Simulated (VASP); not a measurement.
# Ta4Ga (P6/mmm) in VASP: notebook

Ta4Ga is run at these levels: PBE; tasks: single point.

Program: VASP 6.6.1. These are calculated values, not measurements. Logs are shortened: lines on timing, memory, paths and dates and some standing lists are left out, and cuts for length are marked.

### Step 1. The cell of the first run

The structure is hexagonal, space group P6/mmm (No. 191). The conventional cell has a = 3.908 Å, b = 3.908 Å, c = 7.002 Å, α = 90.00°, β = 90.00°, γ = 120.00°. Within 3.0 Å of Ta (site symmetry -6m2) lie 9 Ta at 2.26 to 2.71 Å. Ta (site symmetry 6mm) has 1 Ga at 2.00 Å within 2.6 Å. Within 2.6 Å of Ga (site symmetry 6/mmm) lie 2 Ta at 2.00 Å.

The cell was generated, and may not be a known phase.

### Step 2. Single point, PBE

File INCAR:

```
SYSTEM = Ta4Ga
  PREC = Accurate
  ENCUT = 520
  EDIFF = 1E-6
  ISMEAR = 0
  SIGMA = 0.1
  LREAL = .False.
  LASPH = .True.
  NELM = 80
  ALGO = Fast
  ISIF = 2
  LWAVE = .False.
  LCHARG = .False.
  GGA = PE
  NBANDS = 36
```

File KPOINTS:

```
Automatic mesh
0
Gamma
  6 6 4
  0 0 0
```

File POSCAR:

```
Ta4Ga
1.0
    3.9084578600      0.0000000000      0.0000000000
   -1.9542289300      3.3848238000      0.0000000000
    0.0000000000      0.0000000000      7.0017864000
Ta Ga
4 1
Direct
    0.3333333300      0.6666666700      0.5000000000
    0.0000000000      0.0000000000      0.2852307200
    0.0000000000      0.0000000000      0.7147692800
    0.6666666700      0.3333333300      0.5000000000
    0.0000000000      0.0000000000      0.0000000000
```

Potentials or basis: VASP PAW PBE potentials, release 64 (Ta_pv, Ga_d).

Command:

```bash
$ cat potpaw_PBE.64/Ta_pv/POTCAR potpaw_PBE.64/Ga_d/POTCAR > POTCAR
$ mpirun -np 1 vasp_std > vasp.out
```

OUTCAR:

```text
SYSTEM = Ta4Ga
   PREC = Accurate
   ENCUT = 520
   EDIFF = 1E-6
   ISMEAR = 0
   LREAL = .False.
   LASPH = .True.
   NELM = 80
   ISIF = 2
   GGA = PE

 ion  position               nearest neighbor table
   1  0.333  0.667  0.500-   4 2.26   4 2.26   4 2.26   2 2.71   3 2.71   3 2.71   2 2.71   3 2.71
                             2 2.71
   2  0.000  0.000  0.285-   5 2.00   4 2.71   1 2.71   4 2.71   1 2.71   4 2.71   1 2.71   3 3.01

   3  0.000  0.000  0.715-   5 2.00   4 2.71   1 2.71   4 2.71   1 2.71   4 2.71   1 2.71   2 3.01

   4  0.667  0.333  0.500-   1 2.26   1 2.26   1 2.26   3 2.71   2 2.71   2 2.71   3 2.71   2 2.71
                             3 2.71
   5  0.000  0.000  0.000-   2 2.00   3 2.00

  LATTYP: Found a hexagonal cell.
 ALAT       =     3.9084578600
 C/A-ratio  =     1.7914447720

  Lattice vectors:

 A1 = (   3.9084578600,   0.0000000000,   0.0000000000)
 A2 = (  -1.9542289300,   3.3848238000,   0.0000000000)
 A3 = (   0.0000000000,   0.0000000000,   7.0017864000)

Analysis of symmetry for initial positions (statically):
=====================================================================
 Subroutine PRICEL returns:
 Original cell was already a primitive cell.

 Routine SETGRP: Setting up the symmetry group for a
 hexagonal supercell.

 Subroutine GETGRP returns: Found 24 space group operations
 (whereof 24 operations were pure point group operations)
 out of a pool of 24 trial point group operations.

The static configuration has the point symmetry D_6h.

Analysis of symmetry for dynamics (positions and initial velocities):
=====================================================================
 Subroutine PRICEL returns:
 Original cell was already a primitive cell.

 Routine SETGRP: Setting up the symmetry group for a
 hexagonal supercell.

 Subroutine GETGRP returns: Found 24 space group operations
 (whereof 24 operations were pure point group operations)
 out of a pool of 24 trial point group operations.

The dynamic configuration has the point symmetry D_6h.

 Subroutine INISYM returns: Found 24 space group operations
 (whereof 24 operations are pure point group operations),
 and found     1 'primitive' translations

----------------------------------------------------------------------------------------

[... 93 lines left out ...]
   NELM   =     80;   NELMIN=  2; NELMDL= -5     # of ELM steps
   EDIFF  = 0.1E-05   stopping-criterion for ELM
   LREAL  =      F    real-space projection
   EDIFFG = 0.1E-04   stopping-criterion for IOM
   NSW    =      0    number of steps for IOM
   IBRION =     -1    ionic relax: 0-MD 1-quasi-New 2-CG
   NFREE  =      0    steps in history (QN), initial steepest desc. (CG)
   ISIF   =      2    stress and relaxation
   ISYM   =      2    0-nonsym 1-usesym 2-fastsym
   POTIM  = 0.5000    time-step for ionic-motion
   TEBEG  =    0.0;   TEEND  =   0.0 temperature during run
   PSTRESS=    0.0 pullay stress
   NELECT =      57.0000    total number of electrons
   NUPDOWN=      -1.0000    fix difference up-down
   EMIN   =  10.00;   EMAX   =-10.00  energy-range for DOS
   EFERMI =   0.00;   METHOD = LEGACY
   ISMEAR =     0;   SIGMA  =   0.10  broadening in eV -4-tet -1-fermi 0-gaus
   EFERMI_NEDOS =   21; number of points for ismear=-14 and -15
   IALGO  =     68    algorithm
   IMIX   =      4    mixing-type and parameters
     AMIX     =   0.40;   BMIX     =  1.00
     AMIX_MAG =   1.60;   BMIX_MAG =  1.00
  volume/ion in A,a.u.               =      18.53       125.02
  Fermi-wavevector in a.u.,A,eV,Ry     =   1.392461  2.631369 26.380979  1.938947
  Thomas-Fermi vector in A             =   2.516201
   LORBIT       =      0    0 simple, 1 ext, 2 COOP (PROOUT), +10 PAW based schemes
   GGA     = PE    functional components
   LHFCALC =     F    Hartree Fock is set to
   AEXX    =    0.0000 exact exchange contribution
   IVDW    =     0    specifies the selected vdW correction
   LEPSILON=     F    determine dielectric tensor
   LRPA    =     F    only Hartree local field effects (RPA)
 non-spin polarized calculation
 RMM-DIIS sequential band-by-band and
 Gauss-broadening in eV      SIGMA  =   0.10
  energy-cutoff  :      520.00
  volume of cell :       92.63
 maximum number of plane-waves:      2522
 NGX is ok and might be reduce to    30
   NGX = 15   NGY = 15   NGZ = 27

 number of electron      57.0000005 magnetization

 Free energy of the ion-electron system (eV)
  ---------------------------------------------------
  ext. energy  EPLUGINS =         0.00000000
  ---------------------------------------------------
  free energy    TOTEN  =       -32.81406889 eV

  energy without entropy =      -32.78575521  energy(sigma->0) =      -32.79991205

 E-fermi :   5.1871     XC(G=0): -11.6745

 val. band max:        5.1842734058   @ k =   0.3333  -0.0000   0.5000
 cond. band min:       5.1933781652   @ k =   0.1667  -0.0000   0.0000
 fundamental gap:      0.0091047594
 Fermi energy:         5.1870908065

 k-point     1 :       0.0000    0.0000    0.0000
  band No.  band energies     occupation
      1     -30.7476      2.00000
      2     -30.7476      2.00000
      3     -29.7650      2.00000
      4     -29.6260      2.00000
      5     -29.2766      2.00000
      6     -29.2766      2.00000
[... 808 lines left out ...]
     35       9.3520      0.00000
     36       9.4253      0.00000

------------------------ aborting loop because EDIFF is reached ----------------------------------------

  FORCE on cell =-STRESS in cart. coord.  units (eV):
  Direction    XX          YY          ZZ          XY          YZ          ZX
  --------------------------------------------------------------------------------------
  -------------------------------------------------------------------------------------
  Total       32.6270503     32.6270504     69.3587012      0.0000000      0.0000000      0.0000000
  in kB      564.3363665    564.3363677   1199.6682819      0.0000000      0.0000000      0.0000000
  external PRESSURE =     776.1136720 kB  Pullay stress =       0.0000000 kB

 VOLUME and BASIS-vectors are now :
 -----------------------------------------------------------------------------
  energy-cutoff  :      520.00
  volume of cell :       92.63
      direct lattice vectors                 reciprocal lattice vectors
     3.908457860  0.000000000  0.000000000     0.255855387  0.147718177  0.000000000
    -1.954228930  3.384823800  0.000000000     0.000000000  0.295436353  0.000000000
     0.000000000  0.000000000  7.001786400     0.000000000  0.000000000  0.142820695

 POSITION                                       TOTAL-FORCE (eV/Angst)
 -----------------------------------------------------------------------------------
     -0.00000      2.25655      3.50089        -0.000000      0.000000     -0.000000
      0.00000      0.00000      1.99712         0.000000     -0.000000      7.497660
      0.00000      0.00000      5.00466        -0.000000     -0.000000     -7.497660
      1.95423      1.12827      3.50089         0.000000     -0.000000     -0.000000
      0.00000      0.00000      0.00000        -0.000000     -0.000000     -0.000000
 -----------------------------------------------------------------------------------
    total drift:                                0.000000     -0.000000      0.000000

  FREE ENERGIE OF THE ION-ELECTRON SYSTEM (eV)
  ---------------------------------------------------
  free  energy   TOTEN  =       -32.8140688879 eV

  energy  without entropy=      -32.7857552083  energy(sigma->0) =      -32.79991205
```

Wall time 76 s (1 thread of Intel Xeon 6975P-C (Granite Rapids), shared host); peak memory 0.24 GiB.

Results:

| Quantity | Value |
| --- | --- |
| Free energy | -32.8141 eV |
| Pressure | 77.6 GPa |
| Largest force | 7.498 eV/Å |
| Band gap on the k mesh | zero (an odd number of electrons rules out a gap without spin polarisation) |

Forces in eV/Å, atoms in the order of the input:
```
Ta   0.000  0.000  0.000
Ta   0.000  0.000  7.498
Ta   0.000  0.000 -7.498
Ta   0.000  0.000  0.000
Ga   0.000  0.000  0.000
```

Stress tensor (GPa, compression positive):
```
 56.43   0.00   0.00
  0.00  56.43   0.00
  0.00   0.00 119.97
```

Caveat: the stress differs along the axes, from 56 to 120 GPa; spin-orbit coupling is left out, which moves the levels of the heavy elements; forces of over 1 eV/Å act on the atoms, so gaps and moduli don't describe the material at rest.

### Step 3. Single point, PBE

This run uses another cell than the first one, of 30.00 Å³/atom.

File INCAR:

```
SYSTEM = Ta4Ga
  ALGO = Fast
  EDIFF = 1E-6
  ENCUT = 520
  GGA = PE
  ISIF = 2
  ISMEAR = 0
  LASPH = .TRUE.
  LCHARG = .FALSE.
  LREAL = .FALSE.
  LWAVE = .FALSE.
  NBANDS = 36
  NELM = 100
  PREC = Accurate
  SIGMA = 0.1
```

File KPOINTS:

```
k-points
0
G
  6 6 4
  0 0 0
```

File POSCAR:

```
Ta4Ga
1.0
    4.6500013327      0.0000000000      0.0000000000
   -2.3250006664      4.0270192818      0.0000000000
    0.0000000000      0.0000000000      8.0104637642
Ta Ga
4 1
Direct
    0.3333333333      0.6666666667      0.5000000000
    0.0000000000      0.0000000000      0.3444206918
    0.0000000000      0.0000000000      0.6555793082
    0.6666666667      0.3333333333      0.5000000000
    0.0000000000      0.0000000000      0.0000000000
```

Potentials or basis: VASP PAW PBE potentials, release 64 (Ta_pv, Ga_d).

Command:

```bash
$ cat potpaw_PBE.64/Ta_pv/POTCAR potpaw_PBE.64/Ga_d/POTCAR > POTCAR
$ mpirun -np 1 vasp_std > vasp.out
```

OUTCAR:

```text
SYSTEM = Ta4Ga
   EDIFF = 1E-6
   ENCUT = 520
   GGA = PE
   ISIF = 2
   ISMEAR = 0
   LASPH = .TRUE.
   LREAL = .FALSE.
   NELM = 100
   PREC = Accurate

 ion  position               nearest neighbor table
   1  0.333  0.667  0.500-   4 2.68   4 2.68   4 2.68   2 2.96   3 2.96   3 2.96   2 2.96   3 2.96
                             2 2.96
   2  0.000  0.000  0.344-   3 2.49   5 2.76   4 2.96   1 2.96   4 2.96   1 2.96   4 2.96   1 2.96

   3  0.000  0.000  0.656-   2 2.49   5 2.76   4 2.96   1 2.96   4 2.96   1 2.96   4 2.96   1 2.96

   4  0.667  0.333  0.500-   1 2.68   1 2.68   1 2.68   3 2.96   2 2.96   2 2.96   3 2.96   2 2.96
                             3 2.96
   5  0.000  0.000  0.000-   2 2.76   3 2.76

  LATTYP: Found a hexagonal cell.
 ALAT       =     4.6500013327
 C/A-ratio  =     1.7226798857

  Lattice vectors:

 A1 = (   4.6500013327,   0.0000000000,   0.0000000000)
 A2 = (  -2.3250006664,   4.0270192818,   0.0000000000)
 A3 = (   0.0000000000,   0.0000000000,   8.0104637642)

Analysis of symmetry for initial positions (statically):
=====================================================================
 Subroutine PRICEL returns:
 Original cell was already a primitive cell.

 Routine SETGRP: Setting up the symmetry group for a
 hexagonal supercell.

 Subroutine GETGRP returns: Found 24 space group operations
 (whereof 24 operations were pure point group operations)
 out of a pool of 24 trial point group operations.

The static configuration has the point symmetry D_6h.

Analysis of symmetry for dynamics (positions and initial velocities):
=====================================================================
 Subroutine PRICEL returns:
 Original cell was already a primitive cell.

 Routine SETGRP: Setting up the symmetry group for a
 hexagonal supercell.

 Subroutine GETGRP returns: Found 24 space group operations
 (whereof 24 operations were pure point group operations)
[... 124 lines left out ...]
     AMIX_MAG =   1.60;   BMIX_MAG =  1.00
  volume/ion in A,a.u.               =      30.00       202.45
  Fermi-wavevector in a.u.,A,eV,Ry     =   1.185773  2.240786 19.130582  1.406058
  Thomas-Fermi vector in A             =   2.321960
   LORBIT       =      0    0 simple, 1 ext, 2 COOP (PROOUT), +10 PAW based schemes
   GGA     = PE    functional components
   LHFCALC =     F    Hartree Fock is set to
   AEXX    =    0.0000 exact exchange contribution
   IVDW    =     0    specifies the selected vdW correction
   LEPSILON=     F    determine dielectric tensor
   LRPA    =     F    only Hartree local field effects (RPA)
 non-spin polarized calculation
 RMM-DIIS sequential band-by-band and
 Gauss-broadening in eV      SIGMA  =   0.10
  energy-cutoff  :      520.00
  volume of cell :      150.00
 maximum number of plane-waves:      4056
 NGX is ok and might be reduce to    36
   NGX = 17   NGY = 17   NGZ = 29

 number of electron      57.0000010 magnetization

 Free energy of the ion-electron system (eV)
  ---------------------------------------------------
  ext. energy  EPLUGINS =         0.00000000
  ---------------------------------------------------
  free energy    TOTEN  =       -44.15092966 eV

  energy without entropy =      -44.12796190  energy(sigma->0) =      -44.13944578

 E-fermi :   2.1080     XC(G=0):  -9.2498

 val. band max:        2.0852918198   @ k =   0.3333   0.3333   0.5000
 cond. band min:       2.1089299505   @ k =   0.3333   0.1667   0.5000
 fundamental gap:      0.0236381307
 Fermi energy:         2.1079943936

 k-point     1 :       0.0000    0.0000    0.0000
  band No.  band energies     occupation
      1     -32.9326      2.00000
      2     -32.6074      2.00000
      3     -32.6074      2.00000
      4     -32.4781      2.00000
      5     -32.4781      2.00000
      6     -32.2814      2.00000
[... 808 lines left out ...]
     35       4.4900      0.00000
     36       4.6154      0.00000

------------------------ aborting loop because EDIFF is reached ----------------------------------------

  FORCE on cell =-STRESS in cart. coord.  units (eV):
  Direction    XX          YY          ZZ          XY          YZ          ZX
  --------------------------------------------------------------------------------------
  -------------------------------------------------------------------------------------
  Total        0.0173376      0.0173376      0.1846314     -0.0000000     -0.0000000      0.0000000
  in kB        0.1851847      0.1851847      1.9720668     -0.0000000     -0.0000000      0.0000000
  external PRESSURE =       0.7808120 kB  Pullay stress =       0.0000000 kB

 VOLUME and BASIS-vectors are now :
 -----------------------------------------------------------------------------
  energy-cutoff  :      520.00
  volume of cell :      150.00
      direct lattice vectors                 reciprocal lattice vectors
     4.650001333  0.000000000  0.000000000     0.215053702  0.124161313  0.000000000
    -2.325000666  4.027019282  0.000000000     0.000000000  0.248322625  0.000000000
     0.000000000  0.000000000  8.010463764     0.000000000  0.000000000  0.124836717

 POSITION                                       TOTAL-FORCE (eV/Angst)
 -----------------------------------------------------------------------------------
     -0.00000      2.68468      4.00523         0.000000      0.000000      0.000000
      0.00000      0.00000      2.75897        -0.000000      0.000000     -0.031046
      0.00000      0.00000      5.25149         0.000000     -0.000000      0.031046
      2.32500      1.34234      4.00523        -0.000000     -0.000000      0.000000
      0.00000      0.00000      0.00000        -0.000000     -0.000000      0.000000
 -----------------------------------------------------------------------------------
    total drift:                                0.000000      0.000000     -0.000000

  FREE ENERGIE OF THE ION-ELECTRON SYSTEM (eV)
  ---------------------------------------------------
  free  energy   TOTEN  =       -44.1509296561 eV

  energy  without entropy=      -44.1279619014  energy(sigma->0) =      -44.13944578
```

stdout:

```text
POSCAR found type information on POSCAR TaGa
 POSCAR found :  2 types and       5 ions
 scaLAPACK will be used
 LDA part: xc-table for (Slater+PW92), standard interpolation
 POSCAR, INCAR and KPOINTS ok, starting setup
 FFT: planning ... GRIDC
 FFT: planning ... GRID_SOFT
 FFT: planning ... GRID
 WAVECAR not read
 entering main loop
```

It took 1.8 min on 1 thread of Intel Xeon 6975P-C (Granite Rapids), shared host; peak memory 0.32 GiB.

Results:

```
Free energy            : -44.1509 eV
Pressure               : 0.1 GPa
Largest force          : 0.031 eV/Å
Band gap on the k mesh : zero (an odd number of electrons rules out a gap without spin polarisation)
```

Forces in eV/Å, atoms in the order of the input:
```
Ta   0.000  0.000  0.000
Ta   0.000  0.000 -0.031
Ta   0.000  0.000  0.031
Ta   0.000  0.000  0.000
Ga   0.000  0.000  0.000
```

Levels at points of the mesh, in eV from the Fermi level:
```tsv
k point	band 26	band 27	band 28	band 29	band 30	band 31
(0.00, 0.00, 0.00)	-0.73	-0.73	-0.05	0.90	1.09	1.09
(0.50, 0.00, 0.00)	-0.57	-0.47	-0.39	-0.17	0.11	0.45
(0.00, 0.00, 0.50)	-1.65	-0.73	-0.73	1.09	1.09	1.47
(0.50, 0.00, 0.50)	-1.36	-1.15	-0.57	0.24	0.45	0.71
```

Caveat: spin-orbit coupling is left out, which moves the levels of the heavy elements.

The gap in the log of VASP goes by the Fermi energy; the results here count the filled bands.